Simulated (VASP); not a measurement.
# Zn6CO6F2 in VASP: further runs

The runs below take Zn6CO6F2 through single point, with PBE.

Everything below comes from runs of VASP 6.6.1. Logs are shortened: lines on timing, memory, paths and dates and some standing lists are left out, and cuts for length are marked.

## 1. The cell of the first run

The cell holds a slab with vacuum, 15 atoms: a = 5.804 Å, b = 6.208 Å, c = 17.587 Å, α = 90.00°, β = 90.00°, γ = 117.87°.

## 2. Single point, PBE

Contents of INCAR:

```
ALGO = Normal ; EDIFF = 1E-7
ENCUT = 520 ; GGA = PE
ISIF = 2 ; ISMEAR = 0
LASPH = T ; LCHARG = F
LREAL = Auto ; LWAVE = F
NBANDS = 76 ; NELM = 80
PREC = Accurate ; SIGMA = 0.02
```

Contents of KPOINTS:

```
k-points
0
Gamma
  2 2 1
```

Contents of POSCAR:

```
Zn6CO6F2
1.0
    5.8041020000      0.0000000000      0.0000000000
   -2.9020510000      5.4880210000      0.0000000000
    0.0000000000      0.0000000000     17.5870760000
Zn O C F
6 6 1 2
Direct
    0.3333333908      0.0000000000      0.0568599351
    0.3411622036      0.4831149516      0.1083876592
    0.9000342369      0.0489210956      0.1333418926
    0.8603633242      0.5301045677      0.1246196923
    0.3628789230      0.0845782113      0.2093681747
    0.5772247881      0.6694584441      0.2768558002
    0.1727948500      0.6638832104      0.0689007655
    0.1583370238      0.1828090672      0.0475030642
    0.6780327241      0.7026179382      0.1612142917
    0.6401699374      0.1748293237      0.1336002642
    0.1446350649      0.7357143859      0.2389728116
    0.1916491480      0.2714760020      0.2055794835
    0.2166219228      0.6182006228      0.2818525376
   -0.1565922134      0.7887903490      0.3431684153
    0.0234176403      0.4445877667      0.3214279054
```

Potentials or basis: VASP PAW PBE potentials, release 64 (Zn, O, C, F).

The run is started by

```bash
$ cat potpaw_PBE.64/Zn/POTCAR potpaw_PBE.64/O/POTCAR potpaw_PBE.64/C/POTCAR potpaw_PBE.64/F/POTCAR > POTCAR
$ mpirun -np 1 vasp_std > vasp.out
```

OUTCAR:

```text
EDIFF = 1E-7
   ENCUT = 520
   GGA = PE
   ISIF = 2
   ISMEAR = 0
   LASPH = T
   LREAL = Auto
   NELM = 80
   PREC = Accurate

 ion  position               nearest neighbor table
   1  0.333  0.000  0.057-   8 1.85   7 1.86  10 2.09   5 2.72   3 2.99
   2  0.341  0.483  0.108-   7 1.93   8 1.97   9 2.01  12 2.08   3 2.75   4 2.90   4 2.95
   3  0.900  0.049  0.133-   9 1.98  10 2.00   8 2.01  12 2.05   2 2.75   5 2.92   1 2.99
   4  0.860  0.530  0.125-   7 1.88   9 1.93  10 1.97   2 2.90   2 2.95
   5  0.363  0.085  0.209-  12 1.85  10 1.96  11 2.00   1 2.72   3 2.92
   6  0.577  0.669  0.277-  14 1.80  13 1.97   9 2.10
   7  0.173  0.664  0.069-   1 1.86   4 1.88   2 1.93
   8  0.158  0.183  0.048-   1 1.85   2 1.97   3 2.01
   9  0.678  0.703  0.161-   4 1.93   3 1.98   2 2.01   6 2.10
  10  0.640  0.175  0.134-   5 1.96   4 1.97   3 2.00   1 2.09
  11  0.145  0.736  0.239-  13 1.25   5 2.00
  12  0.192  0.271  0.206-   5 1.85   3 2.05   2 2.08
  13  0.217  0.618  0.282-  11 1.25  15 1.33   6 1.97
  14  0.843  0.789  0.343-   6 1.80
  15  0.023  0.445  0.321-  13 1.33

  LATTYP: Found a base centered orthorhombic cell.
 ALAT       =     5.8041020000
 B/A-ratio  =     1.8910835819
 C/A-ratio  =     3.0301114625

  Lattice vectors:

 A1 = (   2.9020510000,  -5.4880210000,   0.0000000000)
 A2 = (   2.9020510000,   5.4880210000,   0.0000000000)
 A3 = (   0.0000000000,   0.0000000000,  17.5870760000)

Analysis of symmetry for initial positions (statically):
=====================================================================
 Subroutine PRICEL returns:
 Original cell was already a primitive cell.

 Routine SETGRP: Setting up the symmetry group for a
 base centered orthorhombic supercell.

 Subroutine GETGRP returns: Found  1 space group operations
 (whereof  1 operations were pure point group operations)
 out of a pool of  8 trial point group operations.

The static configuration has the point symmetry C_1 .

Analysis of symmetry for dynamics (positions and initial velocities):
=====================================================================
 Subroutine PRICEL returns:
 Original cell was already a primitive cell.

 Routine SETGRP: Setting up the symmetry group for a
 base centered orthorhombic supercell.

 Subroutine GETGRP returns: Found  1 space group operations
 (whereof  1 operations were pure point group operations)
 out of a pool of  8 trial point group operations.

The dynamic configuration has the point symmetry C_1 .

 Subroutine INISYM returns: Found  1 space group operations
 (whereof  1 operations are pure point group operations),
 and found     1 'primitive' translations

----------------------------------------------------------------------------------------

                                     Primitive cell

  volume of cell :     560.2017

  direct lattice vectors                    reciprocal lattice vectors
     5.804102000  0.000000000  0.000000000     0.172291941  0.091107523  0.000000000
    -2.902051000  5.488021000  0.000000000     0.000000000  0.182215046  0.000000000
     0.000000000  0.000000000 17.587076000     0.000000000  0.000000000  0.056859935

  length of vectors
     5.804102000  6.208081387 17.587076000     0.194897649  0.182215046  0.056859935

  position of ions in fractional coordinates (direct lattice)
     0.333333391  0.000000000  0.056859935
     0.341162204  0.483114952  0.108387659
     0.900034237  0.048921096  0.133341893
     0.860363324  0.530104568  0.124619692
     0.362878923  0.084578211  0.209368175
     0.577224788  0.669458444  0.276855800
     0.172794850  0.663883210  0.068900765
     0.158337024  0.182809067  0.047503064
     0.678032724  0.702617938  0.161214292
     0.640169937  0.174829324  0.133600264
     0.144635065  0.735714386  0.238972812
     0.191649148  0.271476002  0.205579484
     0.216621923  0.618200623  0.281852538
     0.843407787  0.788790349  0.343168415
     0.023417640  0.444587767  0.321427905

  ion indices of the primitive-cell ions
   primitive index   ion index
                 1           1
                 2           2
                 3           3
                 4           4
                 5           5
                 6           6
                 7           7
                 8           8
                 9           9
                10          10
                11          11
                12          12
                13          13
                14          14
                15          15

----------------------------------------------------------------------------------------

 KPOINTS: k-points

Automatic generation of k-mesh.
 Grid dimensions read from file:
 generate k-points for:    2    2    1

 Generating k-lattice:

  Cartesian coordinates                     Fractional coordinates (reciprocal lattice)
     0.086145971  0.045553762  0.000000000     0.500000000  0.000000000  0.000000000
     0.000000000  0.091107523  0.000000000     0.000000000  0.500000000  0.000000000
     0.000000000  0.000000000  0.056859935     0.000000000  0.000000000  1.000000000

  Length of vectors
     0.097448825  0.091107523  0.056859935

  Shift w.r.t. Gamma in fractional coordinates (k-lattice)
     0.000000000  0.000000000  0.000000000

 Subroutine IBZKPT returns following result:
 ===========================================

 Found      4 irreducible k-points:

 Following reciprocal coordinates:
            Coordinates               Weight
  0.000000  0.000000  0.000000      1.000000
  0.500000 -0.000000  0.000000      1.000000
  0.500000  0.500000  0.000000      1.000000
  0.000000  0.500000  0.000000      1.000000
   k-points           NKPTS =      4   k-points in BZ     NKDIM =      4   number of bands    NBANDS=     76
   number of dos      NEDOS =    301   number of ions     NIONS =     15
   total plane-waves  NPLWV = 322560
   dimension x,y,z NGX =    48 NGY =   48 NGZ =  140
   dimension x,y,z NGXF=    96 NGYF=   96 NGZF=  280
   ions per type =               6   6   1   2
   NGX,Y,Z   is equivalent  to a cutoff of  13.75, 12.85, 13.23 a.u.
   NGXF,Y,Z  is equivalent  to a cutoff of  27.50, 25.71, 26.47 a.u.
 SYSTEM =  unknown system
   PREC   = accura    normal or accurate (medium, high low for compatibility)
   ISTART =      0    job   : 0-new  1-cont  2-samecut
   ICHARG =      2    charge: 1-file 2-atom 10-const
   ISPIN  =      1    spin polarized calculation?
   LNONCOLLINEAR =      F non collinear calculations
   LSORBIT =      F    spin-orbit coupling
   LASPH  =      T    aspherical Exc in radial PAW
   ENCUT  =  520.0 eV  38.22 Ry    6.18 a.u.  10.79 11.54 32.70*2*pi/ulx,y,z
   NELM   =     80;   NELMIN=  2; NELMDL= -5     # of ELM steps
   EDIFF  = 0.1E-06   stopping-criterion for ELM
   LREAL  =      T    real-space projection
   EDIFFG = 0.1E-05   stopping-criterion for IOM
   NSW    =      0    number of steps for IOM
   IBRION =     -1    ionic relax: 0-MD 1-quasi-New 2-CG
   NFREE  =      0    steps in history (QN), initial steepest desc. (CG)
   ISIF   =      2    stress and relaxation
   ISYM   =      2    0-nonsym 1-usesym 2-fastsym
   POTIM  = 0.5000    time-step for ionic-motion
   TEBEG  =    0.0;   TEEND  =   0.0 temperature during run
   PSTRESS=    0.0 pullay stress
   NELECT =     126.0000    total number of electrons
   NUPDOWN=      -1.0000    fix difference up-down
   EMIN   =  10.00;   EMAX   =-10.00  energy-range for DOS
   EFERMI =   0.00;   METHOD = LEGACY
   ISMEAR =     0;   SIGMA  =   0.02  broadening in eV -4-tet -1-fermi 0-gaus
   EFERMI_NEDOS =   21; number of points for ismear=-14 and -15
   IALGO  =     38    algorithm
   IMIX   =      4    mixing-type and parameters
     AMIX     =   0.40;   BMIX     =  1.00
     AMIX_MAG =   1.60;   BMIX_MAG =  1.00
  volume/ion in A,a.u.               =      37.35       252.03
  Fermi-wavevector in a.u.,A,eV,Ry     =   0.995597  1.881405 13.486274  0.991213
  Thomas-Fermi vector in A             =   2.127628
   LORBIT       =      0    0 simple, 1 ext, 2 COOP (PROOUT), +10 PAW based schemes
   GGA     = PE    functional components
   LHFCALC =     F    Hartree Fock is set to
   AEXX    =    0.0000 exact exchange contribution
   IVDW    =     0    specifies the selected vdW correction
   LEPSILON=     F    determine dielectric tensor
   LRPA    =     F    only Hartree local field effects (RPA)
 non-spin polarized calculation
 Gauss-broadening in eV      SIGMA  =   0.02
  energy-cutoff  :      520.00
  volume of cell :      560.20
 maximum number of plane-waves:     15095
 NGX is ok and might be reduce to    48
   NGX = 21   NGY = 23   NGZ = 65

 number of electron     125.9999998 magnetization

 Free energy of the ion-electron system (eV)
  ---------------------------------------------------
  ext. energy  EPLUGINS =         0.00000000
  ---------------------------------------------------
  free energy    TOTEN  =       -65.50513281 eV

  energy without entropy =      -65.50513281  energy(sigma->0) =      -65.50513281

 E-fermi :  -3.9787     XC(G=0):  -4.0905

 val. band max:       -4.1096913328   @ k =   0.0000   0.0000   0.0000
 cond. band min:      -2.5908856358   @ k =   0.0000   0.0000   0.0000
 fundamental gap:      1.5188056970
 Fermi energy:        -3.9786894035

 k-point     1 :       0.0000    0.0000    0.0000
  band No.  band energies     occupation
      1     -29.9700      2.00000
      2     -25.6850      2.00000
      3     -24.6784      2.00000
      4     -22.0579      2.00000
      5     -21.6014      2.00000
      6     -21.2181      2.00000
[... 67 lines left out ...]
     74       2.8017      0.00000
     75       2.9941      0.00000
[... 232 lines left out ...]
     74       3.2232      0.00000
     75       3.4916      0.00000
 [bands above 75 left out]

------------------------ aborting loop because EDIFF is reached ----------------------------------------

  FORCE on cell =-STRESS in cart. coord.  units (eV):
  Direction    XX          YY          ZZ          XY          YZ          ZX
  --------------------------------------------------------------------------------------
  -------------------------------------------------------------------------------------
  Total        6.4959407      2.9342581      1.1149326     -3.8412155      0.0154795      0.6312229
  in kB       18.5783951      8.3919803      3.1887080    -10.9858790      0.0442714      1.8052980
  external PRESSURE =      10.0530278 kB  Pullay stress =       0.0000000 kB

 VOLUME and BASIS-vectors are now :
 -----------------------------------------------------------------------------
  energy-cutoff  :      520.00
  volume of cell :      560.20
      direct lattice vectors                 reciprocal lattice vectors
     5.804102000  0.000000000  0.000000000     0.172291941  0.091107523  0.000000000
    -2.902051000  5.488021000  0.000000000     0.000000000  0.182215046  0.000000000
     0.000000000  0.000000000 17.587076000     0.000000000  0.000000000  0.056859935

 POSITION                                       TOTAL-FORCE (eV/Angst)
 -----------------------------------------------------------------------------------
      1.93470      0.00000      1.00000        -0.076532     -0.040591     -0.098850
      0.57812      2.65134      1.90622         0.033128      0.013447      0.002932
      5.08192      0.26848      2.34509        -0.000239     -0.027045     -0.017279
      3.45525      2.90922      2.19170         0.000137     -0.027394      0.015152
      1.86074      0.46417      3.68217         0.031648     -0.050585      0.039973
      1.40747      3.67400      4.86908        -0.058282     -0.028756     -0.084246
     -0.92370      3.64341      1.21176         0.028360     -0.016446     -0.051617
      0.38848      1.00326      0.83544        -0.063327      0.026201     -0.104147
      1.89634      3.85598      2.83529        -0.018620      0.010508      0.023177
      3.20825      0.95947      2.34964         0.009894     -0.019147     -0.011008
     -1.29560      4.03762      4.20283        -0.197006      0.173468     -0.193569
      0.32451      1.48987      3.61554        -0.095624      0.077385      0.043141
     -0.53675      3.39270      4.95696         0.433434      0.064261      0.009114
      2.60611      4.32890      6.03533         0.092632      0.103641      0.148652
     -1.15430      2.43991      5.65298        -0.119603     -0.258948      0.278575
 -----------------------------------------------------------------------------------
    total drift:                               -0.005042      0.003511      0.004125

  FREE ENERGIE OF THE ION-ELECTRON SYSTEM (eV)
  ---------------------------------------------------
  free  energy   TOTEN  =       -65.5051328103 eV

  energy  without entropy=      -65.5051328103  energy(sigma->0) =      -65.50513281
```

Wall time 6 min (1 thread of AMD EPYC 9R45 (Zen 5), shared host); peak memory 0.69 GiB.

What came out:

```yaml
Free_energy: -65.5051 eV
Largest_force: 0.438 eV/Å
Band_gap_on_the_k_mesh: 1.52 eV
```

Forces on the atoms (eV/Å):
```
Zn  -0.077 -0.041 -0.099
Zn   0.033  0.013  0.003
Zn   0.000 -0.027 -0.017
Zn   0.000 -0.027  0.015
Zn   0.032 -0.051  0.040
Zn  -0.058 -0.029 -0.084
O    0.028 -0.016 -0.052
O   -0.063  0.026 -0.104
O   -0.019  0.011  0.023
O    0.010 -0.019 -0.011
O   -0.197  0.173 -0.194
O   -0.096  0.077  0.043
C    0.433  0.064  0.009
F    0.093  0.104  0.149
F   -0.120 -0.259  0.279
```

Caveat: the k points lie up to 0.61 Å⁻¹ apart.

## 3. Single point, PBE

Contents of INCAR:

```
SYSTEM = Zn6CO6F2
PREC = Accurate ; ENCUT = 520
EDIFF = 1E-6 ; ISMEAR = 0
SIGMA = 0.02 ; LREAL = Auto
LASPH = .TRUE. ; NELM = 100
ALGO = Normal ; ISIF = 2
LWAVE = .FALSE. ; LCHARG = .FALSE.
GGA = PE ; NBANDS = 76
```

Contents of KPOINTS:

```
Automatic mesh
0
G
  2 2 1
  0 0 0
```

Contents of POSCAR:

```
Zn6CO6F2
1.0
    5.8041020000      0.0000000000      0.0000000000
   -2.9020510000      5.4880210000      0.0000000000
    0.0000000000      0.0000000000     17.5870760000
Zn O C F
6 6 1 2
Direct
    0.3333333908      0.0000000000      0.0568599351
    0.3525150351      0.4864842901      0.1018572388
    0.9111828238      0.0577291887      0.1315612101
    0.8650086361      0.5214571883      0.1194071715
    0.3894302289      0.1204929792      0.2159374873
    0.5517772734      0.6401243727      0.2593631255
    0.1801376933      0.6661966126      0.0671081424
    0.1632467482      0.1848815812      0.0436583091
    0.6955571608      0.7075636190      0.1527061121
    0.6404951416      0.1736462014      0.1339543879
    0.1563135675      0.8061629137      0.2631821799
    0.2005337719      0.2926462927      0.2013330698
    0.2485989569      0.6760938050      0.2887881988
   -0.3077240872      0.5333000730      0.3323796406
    0.0946401033      0.5001427655      0.3357950463
```

Potentials or basis: VASP PAW PBE potentials, release 64 (Zn, O, C, F).

The run is started by

```bash
$ cat potpaw_PBE.64/Zn/POTCAR potpaw_PBE.64/O/POTCAR potpaw_PBE.64/C/POTCAR potpaw_PBE.64/F/POTCAR > POTCAR
$ mpirun -np 1 vasp_std > vasp.out
```

Run time: 4 min. Hardware: 1 thread of Intel Xeon 6975P-C (Granite Rapids), shared host; peak memory 0.72 GiB.

Results (log left out):

| Item | Value |
| --- | --- |
| Free energy | -65.7708 eV |
| Largest force | 0.684 eV/Å |
| Band gap on the k mesh | 1.42 eV (least direct gap 1.51 eV) |

Forces in eV/Å, atoms in the order of the input:
```
Zn  -0.039  0.109  0.044
Zn   0.058  0.027 -0.057
Zn   0.015  0.010 -0.011
Zn   0.016 -0.034 -0.026
Zn   0.064  0.075  0.091
Zn  -0.116 -0.024 -0.215
O    0.036 -0.012 -0.079
O   -0.056  0.023 -0.126
O    0.011  0.030 -0.052
O    0.005 -0.035 -0.013
O   -0.327  0.363  0.053
O   -0.079  0.115  0.018
C    0.356  0.197 -0.037
F    0.043 -0.682  0.041
F    0.011 -0.162  0.369
```

Levels at points of the mesh, in eV from the valence-band top:
```csv
k point,band 61,band 62,band 63,band 64,band 65,band 66
"(0.00, 0.00, 0.00)",-0.55,-0.32,-0.09,1.42,3.35,3.70
"(0.50, 0.00, 0.00)",-0.49,-0.29,0.00,2.98,3.38,3.59
"(0.50, 0.50, 0.00)",-0.82,-0.29,-0.06,2.93,3.33,3.77
"(0.00, 0.50, 0.00)",-0.71,-0.64,-0.11,2.80,3.31,3.59
```

Caveat: the k points lie up to 0.61 Å⁻¹ apart.

## 4. Single point, PBE

Contents of INCAR:

```
SYSTEM = Zn6CO6F2
  PREC = Accurate
  ENCUT = 520
  EDIFF = 1E-7
  ISMEAR = 0
  SIGMA = 0.02
  LREAL = Auto
  LASPH = .TRUE.
  NELM = 60
  ALGO = Normal
  ISIF = 2
  LWAVE = .FALSE.
  LCHARG = .TRUE.
  GGA = PE
  LELF = .TRUE.
  LVHAR = .TRUE.
  NBANDS = 76
```

KPOINTS is that of step 3.

Contents of POSCAR:

```
Zn6CO6F2
1.0
    5.8041020000      0.0000000000      0.0000000000
   -2.9020510000      5.4880210000      0.0000000000
    0.0000000000      0.0000000000     17.5870760000
Zn O C F
6 6 1 2
Direct
    0.3333333908      0.0000000000      0.0568599351
    0.3463463038      0.4774489748      0.0895231248
    0.9084864325      0.0504580795      0.1254940275
    0.8540430655      0.5131346983      0.1179275623
    0.4257278140      0.1367159492      0.2205468948
    0.4780417150      0.5907180384      0.2448789668
    0.1710207045      0.6642576623      0.0673416093
    0.1540267322      0.1741095743      0.0355682775
    0.6803569326      0.7014659747      0.1458968506
    0.6372537249      0.1643605227      0.1285722539
    0.2379904149      0.8826290934      0.2978949429
    0.2024449528      0.2807011854      0.1935351277
    0.2900947327      0.7147150129      0.3093686523
   -0.3280674850      0.4222895649      0.2826591527
    0.1691666572      0.5764790259      0.3701125758
```

The run is started by

```bash
$ cat potpaw_PBE.64/Zn/POTCAR potpaw_PBE.64/O/POTCAR potpaw_PBE.64/C/POTCAR potpaw_PBE.64/F/POTCAR > POTCAR
$ mpirun -np 1 vasp_std > vasp.out
```

It took 4.7 min on 1 thread of Intel Xeon 6975P-C (Granite Rapids), shared host; peak memory 0.72 GiB.

It converged, with:

```yaml
Free_energy: -67.2406 eV
Largest_force: 0.413 eV/Å
Band_gap_on_the_k_mesh: 1.64 eV
```

Forces in eV/Å, atoms in the order of the input:
```
Zn  -0.006  0.031  0.023
Zn   0.037  0.018 -0.032
Zn   0.001 -0.012 -0.010
Zn  -0.014 -0.020  0.016
Zn   0.029 -0.041  0.016
Zn  -0.090  0.012 -0.001
O    0.013 -0.007 -0.051
O   -0.072 -0.005 -0.124
O   -0.029  0.022 -0.007
O    0.007 -0.040 -0.022
O   -0.220  0.350  0.016
O   -0.058 -0.003 -0.005
C    0.327 -0.080 -0.138
F    0.115 -0.058 -0.051
F   -0.040 -0.165  0.371
```

Levels at points of the mesh, in eV from the valence-band top:
```tsv
k point	band 60	band 61	band 62	band 63	band 64	band 65	band 66	band 67
(0.00, 0.00, 0.00)	-0.67	-0.53	-0.19	0.00	1.64	3.15	4.15	4.86
(0.50, 0.00, 0.00)	-0.85	-0.52	-0.32	-0.14	3.18	3.43	3.87	4.50
(0.50, 0.50, 0.00)	-0.97	-0.81	-0.69	-0.11	3.10	3.35	3.81	4.57
(0.00, 0.50, 0.00)	-0.85	-0.79	-0.46	-0.08	2.98	3.40	3.63	4.45
```

Caveat: the k points lie up to 0.61 Å⁻¹ apart.

[end of part 1 of 2]
